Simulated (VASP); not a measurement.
# AlNi3 (Fm-3m) in VASP: further runs

AlNi3 is run at these levels: PBE; tasks: single point.

Program: VASP 6.6.1. These are calculated values, not measurements. Logs are shortened: lines on timing, memory, paths and dates and some standing lists are left out, and cuts for length are marked.

### 1 The cell of the first run

The structure is cubic, space group Fm-3m (No. 225). The conventional cell has a = 5.435 Å, b = 5.435 Å, c = 5.435 Å, α = 90.00°, β = 90.00°, γ = 90.00°. Within 3.1 Å of Al (site symmetry m-3m) lie 14 Ni at 2.35 to 2.72 Å. Ni (site symmetry -43m) has 4 Al at 2.35 Å and 10 Ni at 2.35 to 2.72 Å within 3.1 Å. Ni (site symmetry m-3m) has 8 Ni at 2.35 Å and 6 Al at 2.72 Å within 3.1 Å.

### 2 Single point, PBE, collinear spin, ferromagnetic start (10.04 Å³/atom)

File INCAR:

```
PREC = Accurate
ENCUT = 520
EDIFF = 1E-6
ISMEAR = 0
SIGMA = 0.15
LREAL = False
LASPH = True
NELM = 150
ALGO = Fast
ISIF = 2
LWAVE = False
LCHARG = False
ISPIN = 2
MAGMOM = 0 0.625 0.625 0.625
LORBIT = 11
NUPDOWN = 1.875
LMAXMIX = 4
GGA = PE
NBANDS = 28
```

File KPOINTS:

```
Automatic mesh
0
Gamma
  14 14 14
```

File POSCAR:

```
AlNi3
1.0
    0.0000000000      2.7175807497      2.7175807497
    2.7175807497      0.0000000000      2.7175807497
    2.7175807497      2.7175807497      0.0000000000
Al Ni
1 3
Direct
    0.5000000000      0.5000000000      0.5000000000
    0.2500000000      0.2500000000      0.2500000000
    0.0000000000      0.0000000000      0.0000000000
    0.7500000000      0.7500000000      0.7500000000
```

Potentials or basis: VASP PAW PBE potentials, release 64 (Al, Ni).

Run with:

```sh
$ cat potpaw_PBE.64/Al/POTCAR potpaw_PBE.64/Ni/POTCAR > POTCAR
$ mpirun -np 1 vasp_std > vasp.out
```

OUTCAR:

```text
PREC = Accurate
   ENCUT = 520
   EDIFF = 1E-6
   ISMEAR = 0
   LREAL = False
   LASPH = True
   NELM = 150
   ISIF = 2
   ISPIN = 2
   LORBIT = 11
   NUPDOWN = 1.875
   GGA = PE

 ion  position               nearest neighbor table
   1  0.500  0.500  0.500-   2 2.35   2 2.35   2 2.35   2 2.35   4 2.35   4 2.35   4 2.35   4 2.35
                             3 2.72   3 2.72   3 2.72   3 2.72   3 2.72   3 2.72
   2  0.250  0.250  0.250-   3 2.35   3 2.35   3 2.35   1 2.35   3 2.35   1 2.35   1 2.35   1 2.35
                             4 2.72   4 2.72   4 2.72   4 2.72   4 2.72   4 2.72
   3  0.000  0.000  0.000-   4 2.35   4 2.35   4 2.35   2 2.35   4 2.35   2 2.35   2 2.35   2 2.35
                             1 2.72   1 2.72   1 2.72   1 2.72   1 2.72   1 2.72
   4  0.750  0.750  0.750-   1 2.35   1 2.35   1 2.35   1 2.35   3 2.35   3 2.35   3 2.35   3 2.35
                             2 2.72   2 2.72   2 2.72   2 2.72   2 2.72   2 2.72

  LATTYP: Found a face centered cubic cell.
 ALAT       =     5.4351614994

  Lattice vectors:

 A1 = (   0.0000000000,   2.7175807497,   2.7175807497)
 A2 = (   2.7175807497,   0.0000000000,   2.7175807497)
 A3 = (   2.7175807497,   2.7175807497,   0.0000000000)

Analysis of symmetry for initial positions (statically):
=====================================================================
 Subroutine PRICEL returns:
 Original cell was already a primitive cell.

 Routine SETGRP: Setting up the symmetry group for a
 face centered cubic supercell.

 Subroutine GETGRP returns: Found 48 space group operations
 (whereof 48 operations were pure point group operations)
 out of a pool of 48 trial point group operations.

The static configuration has the point symmetry O_h .

Analysis of symmetry for dynamics (positions and initial velocities):
=====================================================================
 Subroutine PRICEL returns:
 Original cell was already a primitive cell.

 Routine SETGRP: Setting up the symmetry group for a
 face centered cubic supercell.

 Subroutine GETGRP returns: Found 48 space group operations
 (whereof 48 operations were pure point group operations)
 out of a pool of 48 trial point group operations.

The dynamic configuration has the point symmetry O_h .

Analysis of structural, dynamic, and magnetic symmetry:
=====================================================================
 Subroutine PRICEL returns:
 Original cell was already a primitive cell.

 Routine SETGRP: Setting up the symmetry group for a
 face centered cubic supercell.

 Subroutine GETGRP returns: Found 48 space group operations
 (whereof 48 operations were pure point group operations)
 out of a pool of 48 trial point group operations.
[... 136 lines left out ...]
 spin polarized calculation
 RMM-DIIS sequential band-by-band and
 Gauss-broadening in eV      SIGMA  =   0.15
  energy-cutoff  :      520.00
  volume of cell :       40.14
 maximum number of plane-waves:      1106
 NGX is ok and might be reduce to    30
   NGX = 15   NGY = 15   NGZ = 15

 number of electron      32.9999968 magnetization       1.8749997

 Free energy of the ion-electron system (eV)
  ---------------------------------------------------
  ext. energy  EPLUGINS =         0.00000000
  ---------------------------------------------------
  free energy    TOTEN  =       -20.80002844 eV

  energy without entropy =      -20.73968679  energy(sigma->0) =      -20.76985762

 E-fermi :  11.0477     XC(G=0): -13.3287

 val. band max:       12.0508523180   @ k =   0.3571   0.3571   0.0000
 cond. band min:      11.0505541629   @ k =  -0.4286   0.5000   0.0714
 fundamental gap:     -1.0002981551
 Fermi energy:        12.0565079930

 spin component 1

 k-point     1 :       0.0000    0.0000    0.0000
  band No.  band energies     occupation
      1       0.3935      1.00000
      2       6.8572      1.00000
      3       6.8572      1.00000
      4       7.1414      1.00000
      5       7.1414      1.00000
      6       7.1414      1.00000
[... 733 lines left out ...]
     27      25.7821      0.00000
     28      26.4001      0.00000

 [... further k-points ...]

 spin component 2

 k-point     1 :       0.0000    0.0000    0.0000
  band No.  band energies     occupation
      1       0.5110      1.00000
      2       7.2824      1.00000
      3       7.2824      1.00000
      4       7.5105      1.00000
      5       7.5105      1.00000
      6       7.5105      1.00000
[... 733 lines left out ...]
     27      25.9745      0.00000
     28      26.5960      0.00000

 [... further k-points ...]

------------------------ aborting loop because EDIFF is reached ----------------------------------------

  FORCE on cell =-STRESS in cart. coord.  units (eV):
  Direction    XX          YY          ZZ          XY          YZ          ZX
  --------------------------------------------------------------------------------------
  -------------------------------------------------------------------------------------
  Total        8.6043572      8.6043572      8.6043572      0.0000000     -0.0000000      0.0000000
  in kB      343.4406107    343.4406107    343.4406107      0.0000000     -0.0000000      0.0000000
  external PRESSURE =     343.4406107 kB  Pullay stress =       0.0000000 kB

 VOLUME and BASIS-vectors are now :
 -----------------------------------------------------------------------------
  energy-cutoff  :      520.00
  volume of cell :       40.14
      direct lattice vectors                 reciprocal lattice vectors
     0.000000000  2.717580750  2.717580750    -0.183987173  0.183987173  0.183987173
     2.717580750  0.000000000  2.717580750     0.183987173 -0.183987173  0.183987173
     2.717580750  2.717580750  0.000000000     0.183987173  0.183987173 -0.183987173

 POSITION                                       TOTAL-FORCE (eV/Angst)
 -----------------------------------------------------------------------------------
      2.71758      2.71758      2.71758         0.000000     -0.000000      0.000000
      1.35879      1.35879      1.35879        -0.000000     -0.000000     -0.000000
      0.00000      0.00000      0.00000         0.000000     -0.000000      0.000000
      4.07637      4.07637      4.07637         0.000000      0.000000      0.000000
 -----------------------------------------------------------------------------------
    total drift:                                0.000000     -0.000000      0.000000

  FREE ENERGIE OF THE ION-ELECTRON SYSTEM (eV)
  ---------------------------------------------------
  free  energy   TOTEN  =       -20.8000284437 eV

  energy  without entropy=      -20.7396867907  energy(sigma->0) =      -20.76985762

 total charge

# of ion       s       p       d       tot
------------------------------------------
    1        0.421   0.470   0.000   0.890
    2        0.538   0.634   8.463   9.635
    3        0.539   0.626   8.400   9.565
    4        0.538   0.634   8.463   9.635
--------------------------------------------------
tot          2.036   2.364  25.325  29.725

 magnetization (x)

# of ion       s       p       d       tot
------------------------------------------
    1        0.002   0.022   0.000   0.024
    2        0.017   0.027   0.505   0.549
    3        0.008   0.026   0.648   0.682
    4        0.017   0.027   0.505   0.549
--------------------------------------------------
tot          0.043   0.102   1.658   1.803
```

OSZICAR:

```text
N       E                     dE             d eps       ncg     rms          rms(c)
DAV:   1     0.199374442464E+03    0.19937E+03   -0.13842E+04 12136   0.155E+03
DAV:   2    -0.117619447422E+02   -0.21114E+03   -0.19603E+03 11708   0.299E+02
DAV:   3    -0.243859650323E+02   -0.12624E+02   -0.11929E+02 12672   0.905E+01
DAV:   4    -0.246174349060E+02   -0.23147E+00   -0.23104E+00 13352   0.118E+01
DAV:   5    -0.246259009853E+02   -0.84661E-02   -0.84650E-02 13648   0.201E+00    0.205E+01
RMM:   6    -0.230777424583E+02    0.15482E+01   -0.23502E+01 13337   0.499E+01    0.148E+01
RMM:   7    -0.209419759672E+02    0.21358E+01   -0.53230E+00 12749   0.247E+01    0.580E+00
RMM:   8    -0.211497728299E+02   -0.20780E+00   -0.41257E-01 13276   0.608E+00    0.786E+00
RMM:   9    -0.208082974260E+02    0.34148E+00   -0.19243E-01 13289   0.435E+00    0.148E+00
RMM:  10    -0.208024399700E+02    0.58575E-02   -0.10801E-02 14801   0.656E-01    0.470E-01
RMM:  11    -0.208000998072E+02    0.23402E-02   -0.28173E-03 15520   0.349E-01    0.194E-01
RMM:  12    -0.207999987198E+02    0.10109E-03   -0.63228E-04 16465   0.169E-01    0.922E-02
RMM:  13    -0.208000256710E+02   -0.26951E-04   -0.18082E-04 16368   0.776E-02    0.387E-02
RMM:  14    -0.208000277571E+02   -0.20860E-05   -0.24915E-05 16338   0.265E-02    0.130E-02
RMM:  15    -0.208000284437E+02   -0.68660E-06   -0.33037E-06  9783   0.101E-02
   1 F= -.20800028E+02 E0= -.20769858E+02  d E =-.603417E-01  mag=     1.8750
```

Wall time 7.4 min (1 thread of Intel Xeon Platinum 8488C (Sapphire Rapids), shared host); peak memory 0.3 GiB.

What came out:

```yaml
Free_energy: -20.8000 eV
Pressure: 34.3 GPa
Net_moment: 1.87 μB per cell
Site_moments: Al +0.02; Ni +0.55, +0.68 (each value once) μB
Valence_electrons_inside_the_program's_atomic_spheres: Al 0.89; Ni 9.63, 9.56 (each value once)
```

Caveat: the cell stands under pressure; the total moment is fixed, so each spin has its own Fermi level and the state may be an excited one.

### 3 Single point, PBE, collinear spin, ferromagnetic start (10.04 Å³/atom)

File INCAR:

```
SYSTEM = AlNi3
ALGO = Fast ; EDIFF = 1E-6
ENCUT = 520 ; GGA = PE
ISIF = 2 ; ISMEAR = 0
ISPIN = 2 ; LASPH = .TRUE.
LCHARG = .FALSE. ; LMAXMIX = 4
LORBIT = 11 ; LREAL = .FALSE.
LWAVE = .FALSE. ; MAGMOM = 0 0.375 0.375 0.375
NBANDS = 28 ; NELM = 150
NUPDOWN = 1.125 ; PREC = Accurate
SIGMA = 0.15
```

File KPOINTS:

```
k-points
0
G
  14 14 14
  0 0 0
```

POSCAR is that of step 2.

Potentials or basis: VASP PAW PBE potentials, release 64 (Al, Ni).

Run with:

```sh
$ cat potpaw_PBE.64/Al/POTCAR potpaw_PBE.64/Ni/POTCAR > POTCAR
$ mpirun -np 1 vasp_std > vasp.out
```

It took 7.2 min on 1 thread of Intel Xeon Platinum 8488C (Sapphire Rapids), shared host; peak memory 0.3 GiB.

It converged, with:

```
Free energy                                           : -21.0861 eV
Pressure                                              : 32.1 GPa
Net moment                                            : 1.12 μB per cell
Site moments                                          : Al +0.01; Ni +0.32, +0.44 (each value once) μB
Valence electrons inside the program's atomic spheres : Al 0.89; Ni 9.64, 9.58 (each value once)
```

Caveat: the cell stands under pressure; the total moment is fixed, so each spin has its own Fermi level and the state may be an excited one.

### 4 Single point, PBE, collinear spin, ferromagnetic start (11.40 Å³/atom)

This run uses another cell than the first one, of 11.40 Å³/atom.

File INCAR:

```
SYSTEM = AlNi3
PREC     = Accurate       ! precision mode
ENCUT    = 520            ! plane-wave cutoff, eV
EDIFF    = 1E-7           ! SCF threshold, eV
ISMEAR   = 0              ! smearing method
SIGMA    = 0.15           ! smearing width, eV
LREAL    = .False.        ! projectors in reciprocal space
LASPH    = .True.         ! aspherical terms in the spheres
NELM     = 150            ! most SCF steps
ALGO     = Normal         ! electronic algorithm
ISIF     = 2              ! what is computed and relaxed
LWAVE    = .False.        ! write WAVECAR
LCHARG   = .False.        ! write CHGCAR
ISPIN    = 2              ! spin polarisation
MAGMOM   = 0 0.75 0.75 0.75 ! initial moments
LORBIT   = 11             ! projections on sites
NUPDOWN  = 2.25           ! fixed moment
LMAXMIX  = 4              ! l up to which the mixer works
GGA      = PE             ! functional
NBANDS   = 28             ! bands
```

File KPOINTS:

```
Automatic mesh
0
Gamma
  14 14 14
  0 0 0
```

File POSCAR:

```
AlNi3
1.0
    0.0000000000      2.8358889503      2.8358889503
    2.8358889503      0.0000000000      2.8358889503
    2.8358889503      2.8358889503      0.0000000000
Al Ni
1 3
Direct
    0.5000000000      0.5000000000      0.5000000000
    0.2500000000      0.2500000000      0.2500000000
    0.0000000000      0.0000000000      0.0000000000
    0.7500000000      0.7500000000      0.7500000000
```

Potentials or basis: VASP PAW PBE potentials, release 64 (Al, Ni).

Run with:

```sh
$ cat potpaw_PBE.64/Al/POTCAR potpaw_PBE.64/Ni/POTCAR > POTCAR
$ mpirun -np 1 vasp_std > vasp.out
```

OUTCAR:

```text
SYSTEM = AlNi3
   PREC = Accurate
   ENCUT = 520
   EDIFF = 1E-7
   ISMEAR = 0
   LREAL = .False.
   LASPH = .True.
   NELM = 150
   ISIF = 2
   ISPIN = 2
   LORBIT = 11
   NUPDOWN = 2.25
   GGA = PE

 ion  position               nearest neighbor table
   1  0.500  0.500  0.500-   2 2.46   4 2.46   2 2.46   2 2.46   2 2.46   4 2.46   4 2.46   4 2.46
                             3 2.84   3 2.84   3 2.84   3 2.84   3 2.84   3 2.84
   2  0.250  0.250  0.250-   1 2.46   3 2.46   3 2.46   3 2.46   3 2.46   1 2.46   1 2.46   1 2.46
                             4 2.84   4 2.84   4 2.84   4 2.84   4 2.84   4 2.84
   3  0.000  0.000  0.000-   2 2.46   4 2.46   4 2.46   4 2.46   4 2.46   2 2.46   2 2.46   2 2.46
                             1 2.84   1 2.84   1 2.84   1 2.84   1 2.84   1 2.84
[... 1726 lines left out ...]

 POSITION                                       TOTAL-FORCE (eV/Angst)
 -----------------------------------------------------------------------------------
      2.83589      2.83589      2.83589         0.000000      0.000000      0.000000
      1.41794      1.41794      1.41794        -0.000000     -0.000000     -0.000000
      0.00000      0.00000      0.00000         0.000000      0.000000      0.000000
      4.25383      4.25383      4.25383         0.000000      0.000000      0.000000
 -----------------------------------------------------------------------------------
    total drift:                                0.000000     -0.000000      0.000000

  FREE ENERGIE OF THE ION-ELECTRON SYSTEM (eV)
  ---------------------------------------------------
  free  energy   TOTEN  =       -21.2053310645 eV

  energy  without entropy=      -21.1301910309  energy(sigma->0) =      -21.16776105

 total charge

# of ion       s       p       d       tot
------------------------------------------
    1        0.402   0.411   0.000   0.814
    2        0.484   0.519   8.374   9.377
    3        0.483   0.509   8.313   9.305
    4        0.484   0.519   8.374   9.377
--------------------------------------------------
tot          1.853   1.959  25.061  28.873

 magnetization (x)

# of ion       s       p       d       tot
------------------------------------------
    1        0.003   0.023   0.000   0.026
    2        0.018   0.028   0.617   0.664
    3        0.009   0.027   0.765   0.801
    4        0.018   0.028   0.617   0.664
--------------------------------------------------
tot          0.049   0.106   1.999   2.155
```

Wall time 3.5 min (1 thread of Oxide Virtual Turin-like, shared host); peak memory 0.28 GiB.

Results:

```
Free energy                                           : -21.2053 eV
Pressure                                              : 3.9 GPa
Net moment                                            : 2.25 μB per cell
Site moments                                          : Al +0.03; Ni +0.66, +0.80 (each value once) μB
Valence electrons inside the program's atomic spheres : Al 0.81; Ni 9.38, 9.30 (each value once)
```

Caveat: the cell stands under pressure; the total moment is fixed, so each spin has its own Fermi level and the state may be an excited one.

### 5 Single point, PBE, collinear spin, ferromagnetic start (11.40 Å³/atom)

This run uses another cell than the first one, of 11.40 Å³/atom.

File INCAR:

```
PREC     = Accurate       # precision mode
ENCUT    = 520            # plane-wave cutoff, eV
EDIFF    = 1E-7           # SCF threshold, eV
ISMEAR   = 0              # smearing method
SIGMA    = 0.15           # smearing width, eV
LREAL    = F              # projectors in reciprocal space
LASPH    = T              # aspherical terms in the spheres
NELM     = 150            # most SCF steps
ALGO     = Normal         # electronic algorithm
ISIF     = 2              # what is computed and relaxed
LWAVE    = F              # write WAVECAR
LCHARG   = F              # write CHGCAR
ISPIN    = 2              # spin polarisation
MAGMOM   = 0 0.5 0.5 0.5  # initial moments
LORBIT   = 11             # projections on sites
NUPDOWN  = 1.5            # fixed moment
LMAXMIX  = 4              # l up to which the mixer works
GGA      = PE             # functional
NBANDS   = 28             # bands
```

File KPOINTS:

```
regular mesh
0
Gamma
  14 14 14
```

POSCAR is that of step 4.

Run with:

```sh
$ cat potpaw_PBE.64/Al/POTCAR potpaw_PBE.64/Ni/POTCAR > POTCAR
$ mpirun -np 1 vasp_std > vasp.out
```

It took 3.6 min on 1 thread of Oxide Virtual Turin-like, shared host; peak memory 0.29 GiB.

It converged, with:

```
Free energy                                           : -21.5019 eV
Pressure                                              : 1.9 GPa
Net moment                                            : 1.50 μB per cell
Site moments                                          : Al +0.01; Ni +0.44, +0.58 (each value once) μB
Valence electrons inside the program's atomic spheres : Al 0.81; Ni 9.39, 9.32 (each value once)
```

Caveat: the total moment is fixed, so each spin has its own Fermi level and the state may be an excited one.

### 6 Single point, PBE, collinear spin, ferromagnetic start (10.72 Å³/atom)

This run uses another cell than the first one, of 10.72 Å³/atom.

File INCAR:

```
SYSTEM = AlNi3
PREC     = Accurate       ! precision mode
ENCUT    = 520            ! plane-wave cutoff, eV
EDIFF    = 1E-6           ! SCF threshold, eV
ISMEAR   = 0              ! smearing method
SIGMA    = 0.15           ! smearing width, eV
LREAL    = .FALSE.        ! projectors in reciprocal space
LASPH    = .TRUE.         ! aspherical terms in the spheres
NELM     = 150            ! most SCF steps
ALGO     = Normal         ! electronic algorithm
ISIF     = 2              ! what is computed and relaxed
LWAVE    = .FALSE.        ! write WAVECAR
LCHARG   = .FALSE.        ! write CHGCAR
ISPIN    = 2              ! spin polarisation
MAGMOM   = 0 0.375 0.375 0.375 ! initial moments
LORBIT   = 11             ! projections on sites
NUPDOWN  = 1.125          ! fixed moment
LMAXMIX  = 4              ! l up to which the mixer works
GGA      = PE             ! functional
NBANDS   = 28             ! bands
```

File KPOINTS:

```
Automatic mesh
0
G
  14 14 14
  0 0 0
```

File POSCAR:

```
AlNi3
1.0
    0.0000000000      2.7779734381      2.7779734381
    2.7779734381      0.0000000000      2.7779734381
    2.7779734381      2.7779734381      0.0000000000
Al Ni
1 3
Direct
    0.5000000000      0.5000000000      0.5000000000
    0.2500000000      0.2500000000      0.2500000000
    0.0000000000      0.0000000000      0.0000000000
    0.7500000000      0.7500000000      0.7500000000
```

Potentials or basis: VASP PAW PBE potentials, release 64 (Al, Ni).

Run with:

```sh
$ cat potpaw_PBE.64/Al/POTCAR potpaw_PBE.64/Ni/POTCAR > POTCAR
$ mpirun -np 1 vasp_std > vasp.out
```

It took 7.4 min on 1 thread of Oxide Virtual Turin-like, shared host; peak memory 0.28 GiB.

Results (log left out):

```yaml
Free_energy: -21.4706 eV
Pressure: 14.0 GPa
Net_moment: 1.13 μB per cell
Site_moments: Al +0.01; Ni +0.32, +0.45 (each value once) μB
Valence_electrons_inside_the_program's_atomic_spheres: Al 0.84; Ni 9.51, 9.44 (each value once)
```

Caveat: the cell stands under pressure; the total moment is fixed, so each spin has its own Fermi level and the state may be an excited one.

### 7 The runs side by side

```csv
fixed moment (μB),cell,pressure (GPa),moment (μB)
1.875,"a = 3.843 Å, angles 60.0°, 4 atoms",34.3,1.87
1.125,"a = 3.843 Å, angles 60.0°, 4 atoms",32.1,1.12
2.25,"a = 4.011 Å, angles 60.0°, 4 atoms",3.9,2.25
1.5,"a = 4.011 Å, angles 60.0°, 4 atoms",1.9,1.50
1.125,"a = 3.929 Å, angles 60.0°, 4 atoms",14.0,1.13
```

Alike in all rows: task single point; level PBE; potentials or basis VASP PAW PBE potentials, release 64 (Al, Ni); spin collinear, ferromagnetic start; k mesh 14 × 14 × 14; cutoff (eV) 520; smearing gaussian 0.15 eV.

Caveats: the total moment is fixed, so each spin has its own Fermi level and the state may be an excited one; the cell stands under pressure (at least some runs).

Absolute energies hang on the potentials; compare differences alone.
